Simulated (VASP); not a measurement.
# BaZrO3 (Pm-3m) in VASP: single point with PBE

Aim: the single point of BaZrO3 with PBE.

Everything below comes from runs of VASP 6.6.1. Logs are shortened: lines on timing, memory, paths and dates and some standing lists are left out, and cuts for length are marked.

### Step 1. The cell of the first run

It takes space group Pm-3m (No. 221, cubic). Conventional cell: a = 4.227 Å, b = 4.227 Å, c = 4.227 Å, α = 90.00°, β = 90.00°, γ = 90.00°. Ba (site symmetry m-3m) has 12 O at 2.99 Å and 8 Zr at 3.66 Å within 3.9 Å. Within 2.8 Å of Zr (site symmetry m-3m) lie 6 O at 2.11 Å. Within 2.8 Å of O (site symmetry 4/mmm) lie 2 Zr at 2.11 Å.

### Step 2. Single point, PBE

Contents of INCAR:

```
SYSTEM = BaZrO3
  PREC = Accurate
  ENCUT = 600
  EDIFF = 1E-6
  ISMEAR = 0
  SIGMA = 0.02
  LREAL = .FALSE.
  LASPH = .TRUE.
  NELM = 120
  ALGO = Normal
  ISIF = 2
  LWAVE = .FALSE.
  LCHARG = .FALSE.
  GGA = PE
  NBANDS = 28
  GGA_COMPAT = .FALSE.
```

Contents of KPOINTS:

```
regular mesh
0
G
  6 6 6
  0 0 0
```

Contents of POSCAR:

```
BaZrO3
1.0
    4.2271626381      0.0000000000      0.0000000000
    0.0000000000      4.2271626381      0.0000000000
    0.0000000000      0.0000000000      4.2271626381
Ba Zr O
1 1 3
Direct
    0.0000000000      0.0000000000      0.0000000000
    0.5000000000      0.5000000000      0.5000000000
    0.0000000000      0.5000000000      0.5000000000
    0.5000000000      0.0000000000      0.5000000000
    0.5000000000      0.5000000000      0.0000000000
```

Potentials or basis: VASP PAW PBE potentials, release 64 (Ba_sv, Zr_sv, O).

On the command line:

```sh
> cat potpaw_PBE.64/Ba_sv/POTCAR potpaw_PBE.64/Zr_sv/POTCAR potpaw_PBE.64/O/POTCAR > POTCAR
> mpirun -np 1 vasp_std > vasp.out
```

OUTCAR:

```text
SYSTEM = BaZrO3
   PREC = Accurate
   ENCUT = 600
   EDIFF = 1E-6
   ISMEAR = 0
   LREAL = .FALSE.
   LASPH = .TRUE.
   NELM = 120
   ISIF = 2
   GGA = PE

 ion  position               nearest neighbor table
   1  0.000  0.000  0.000-   3 2.99   4 2.99   5 2.99   3 2.99   4 2.99   3 2.99   5 2.99   3 2.99
                             4 2.99   5 2.99   4 2.99   5 2.99   2 3.66   2 3.66   2 3.66   2 3.66
   2  0.500  0.500  0.500-   3 2.11   4 2.11   5 2.11   5 2.11   4 2.11   3 2.11   1 3.66   1 3.66
                             1 3.66   1 3.66   1 3.66   1 3.66   1 3.66   1 3.66
   3  0.000  0.500  0.500-   2 2.11   2 2.11   1 2.99   1 2.99   1 2.99   1 2.99
   4  0.500  0.000  0.500-   2 2.11   2 2.11   1 2.99   1 2.99   1 2.99   1 2.99
   5  0.500  0.500  0.000-   2 2.11   2 2.11   1 2.99   1 2.99   1 2.99   1 2.99

  LATTYP: Found a simple cubic cell.
 ALAT       =     4.2271626381

  Lattice vectors:

 A1 = (   4.2271626381,   0.0000000000,   0.0000000000)
 A2 = (   0.0000000000,   4.2271626381,   0.0000000000)
 A3 = (   0.0000000000,   0.0000000000,   4.2271626381)

Analysis of symmetry for initial positions (statically):
=====================================================================
 Subroutine PRICEL returns:
 Original cell was already a primitive cell.

 Routine SETGRP: Setting up the symmetry group for a
 simple cubic supercell.

 Subroutine GETGRP returns: Found 48 space group operations
 (whereof 48 operations were pure point group operations)
 out of a pool of 48 trial point group operations.

The static configuration has the point symmetry O_h .

Analysis of symmetry for dynamics (positions and initial velocities):
=====================================================================
 Subroutine PRICEL returns:
 Original cell was already a primitive cell.

 Routine SETGRP: Setting up the symmetry group for a
 simple cubic supercell.

 Subroutine GETGRP returns: Found 48 space group operations
 (whereof 48 operations were pure point group operations)
 out of a pool of 48 trial point group operations.

The dynamic configuration has the point symmetry O_h .

 Subroutine INISYM returns: Found 48 space group operations
 (whereof 48 operations are pure point group operations),
 and found     1 'primitive' translations

----------------------------------------------------------------------------------------

                                     Primitive cell

  volume of cell :      75.5348
[... 91 lines left out ...]
   LREAL  =      F    real-space projection
   EDIFFG = 0.1E-04   stopping-criterion for IOM
   NSW    =      0    number of steps for IOM
   IBRION =     -1    ionic relax: 0-MD 1-quasi-New 2-CG
   NFREE  =      0    steps in history (QN), initial steepest desc. (CG)
   ISIF   =      2    stress and relaxation
   ISYM   =      2    0-nonsym 1-usesym 2-fastsym
   POTIM  = 0.5000    time-step for ionic-motion
   TEBEG  =    0.0;   TEEND  =   0.0 temperature during run
   PSTRESS=    0.0 pullay stress
   NELECT =      40.0000    total number of electrons
   NUPDOWN=      -1.0000    fix difference up-down
   EMIN   =  10.00;   EMAX   =-10.00  energy-range for DOS
   EFERMI =   0.00;   METHOD = LEGACY
   ISMEAR =     0;   SIGMA  =   0.02  broadening in eV -4-tet -1-fermi 0-gaus
   EFERMI_NEDOS =   21; number of points for ismear=-14 and -15
   IALGO  =     38    algorithm
   IMIX   =      4    mixing-type and parameters
     AMIX     =   0.40;   BMIX     =  1.00
     AMIX_MAG =   1.60;   BMIX_MAG =  1.00
  volume/ion in A,a.u.               =      15.11       101.95
  Fermi-wavevector in a.u.,A,eV,Ry     =   1.324481  2.502907 23.868034  1.754251
  Thomas-Fermi vector in A             =   2.454013
   LORBIT       =      0    0 simple, 1 ext, 2 COOP (PROOUT), +10 PAW based schemes
   GGA     = PE    functional components
   LHFCALC =     F    Hartree Fock is set to
   AEXX    =    0.0000 exact exchange contribution
   IVDW    =     0    specifies the selected vdW correction
   LEPSILON=     F    determine dielectric tensor
   LRPA    =     F    only Hartree local field effects (RPA)
 non-spin polarized calculation
 Gauss-broadening in eV      SIGMA  =   0.02
  energy-cutoff  :      600.00
  volume of cell :       75.53
 maximum number of plane-waves:      2560
 NGX is ok and might be reduce to    36
   NGX = 17   NGY = 17   NGZ = 17

 number of electron      40.0000022 magnetization

 Free energy of the ion-electron system (eV)
  ---------------------------------------------------
  ext. energy  EPLUGINS =         0.00000000
  ---------------------------------------------------
  free energy    TOTEN  =       -41.73100250 eV

  energy without entropy =      -41.73100250  energy(sigma->0) =      -41.73100250

 E-fermi :   3.7988     XC(G=0): -10.6426

 val. band max:        3.6075900947   @ k =   0.5000   0.5000   0.5000
 cond. band min:       6.7408651270   @ k =   0.0000   0.0000   0.0000
 fundamental gap:      3.1332750323
 Fermi energy:         3.7987660784

 k-point     1 :       0.0000    0.0000    0.0000
  band No.  band energies     occupation
      1     -43.5713      2.00000
      2     -21.7866      2.00000
      3     -21.6987      2.00000
      4     -21.6987      2.00000
      5     -21.6987      2.00000
      6     -12.7190      2.00000
[... 609 lines left out ...]
     27      12.5848      0.00000
     28      12.5848      0.00000

------------------------ aborting loop because EDIFF is reached ----------------------------------------

  FORCE on cell =-STRESS in cart. coord.  units (eV):
  Direction    XX          YY          ZZ          XY          YZ          ZX
  --------------------------------------------------------------------------------------
  -------------------------------------------------------------------------------------
  Total        0.3737130      0.3737130      0.3737130      0.0000000     -0.0000000      0.0000000
  in kB        7.9268728      7.9268728      7.9268728      0.0000000     -0.0000000      0.0000000
  external PRESSURE =       7.9268728 kB  Pullay stress =       0.0000000 kB

 VOLUME and BASIS-vectors are now :
 -----------------------------------------------------------------------------
  energy-cutoff  :      600.00
  volume of cell :       75.53
      direct lattice vectors                 reciprocal lattice vectors
     4.227162638  0.000000000  0.000000000     0.236565301  0.000000000  0.000000000
     0.000000000  4.227162638  0.000000000     0.000000000  0.236565301  0.000000000
     0.000000000  0.000000000  4.227162638     0.000000000  0.000000000  0.236565301

 POSITION                                       TOTAL-FORCE (eV/Angst)
 -----------------------------------------------------------------------------------
      0.00000      0.00000      0.00000         0.000000      0.000000      0.000000
      2.11358      2.11358      2.11358         0.000000      0.000000      0.000000
      0.00000      2.11358      2.11358         0.000000      0.000000      0.000000
      2.11358      0.00000      2.11358         0.000000      0.000000      0.000000
      2.11358      2.11358      0.00000         0.000000      0.000000      0.000000
 -----------------------------------------------------------------------------------
    total drift:                                0.000000      0.000000      0.000000

  FREE ENERGIE OF THE ION-ELECTRON SYSTEM (eV)
  ---------------------------------------------------
  free  energy   TOTEN  =       -41.7310024960 eV

  energy  without entropy=      -41.7310024960  energy(sigma->0) =      -41.73100250
```

stdout:

```text
POSCAR found type information on POSCAR BaZrO
 POSCAR found :  3 types and       5 ions
 scaLAPACK will be used
 LDA part: xc-table for (Slater+PW92), standard interpolation
 POSCAR, INCAR and KPOINTS ok, starting setup
 FFT: planning ... GRIDC
 FFT: planning ... GRID_SOFT
 FFT: planning ... GRID
 WAVECAR not read
 entering main loop
```

It took 77 s on 1 thread of Intel Xeon 8259CL, shared host; peak memory 0.23 GiB.

What came out:

```yaml
Free_energy: -41.7310 eV
Pressure: 0.8 GPa
Band_gap_on_the_k_mesh: 3.13 eV (least direct gap 3.38 eV)
```

Levels at points of the mesh, in eV from the valence-band top:
```tsv
k point	band 18	band 19	band 20	band 21	band 22	band 23
(0.00, 0.00, 0.00)	-0.25	-0.25	-0.25	3.13	3.13	3.13
(0.50, 0.00, 0.00)	-1.61	-0.49	-0.49	3.55	5.54	5.54
(0.50, 0.50, 0.00)	-0.93	-0.85	-0.07	5.52	5.52	6.31
(0.50, 0.50, 0.50)	0.00	0.00	0.00	5.88	5.88	5.88
```

Caveat: spin-orbit coupling is left out, which moves the levels of the heavy elements. A k mesh can miss the band edges.
